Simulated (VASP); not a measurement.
A run of VASP 6.6.1 is set up as follows.

Contents of INCAR:

```
ALGO = Normal
EDIFF = 1E-6
ENCUT = 520
GGA = PE
ISIF = 2
ISMEAR = -1
LASPH = True
LCHARG = True
LELF = True
LREAL = False
LVHAR = True
LWAVE = False
NBANDS = 11
NELM = 60
PREC = Accurate
SIGMA = 0.02
```

KPOINTS

```
k-points
0
Gamma
  16 16 16
```

Contents of POSCAR:

```
BP
1.0
    0.0000000000      2.2690000000      2.2236200000
    2.2690000000      0.0000000000      2.2236200000
    2.2690000000      2.2690000000      0.0000000000
B P
1 1
Direct
    0.0000000000      0.0000000000      0.0000000000
    0.2500000000      0.2500000000      0.2500000000
```

Potentials or basis: VASP PAW PBE potentials, release 64 (B, P).

Launch:

```bash
$ cat potpaw_PBE.64/B/POTCAR potpaw_PBE.64/P/POTCAR > POTCAR
$ mpirun -np 1 vasp_std > vasp.out
```

Predict the pressure.

4.3 GPa.

Predict the band gap on the k mesh.

0.91 eV, indirect (least direct gap 3.23 eV).

Stress tensor (GPa, compression positive):
```
2.56 0.00 0.00
0.00 2.56 0.00
0.00 0.00 7.92
```

Caveat: the cell differs from its parent crystal (z stretched by -2 %, then relaxed in part). A k mesh can miss the band edges.
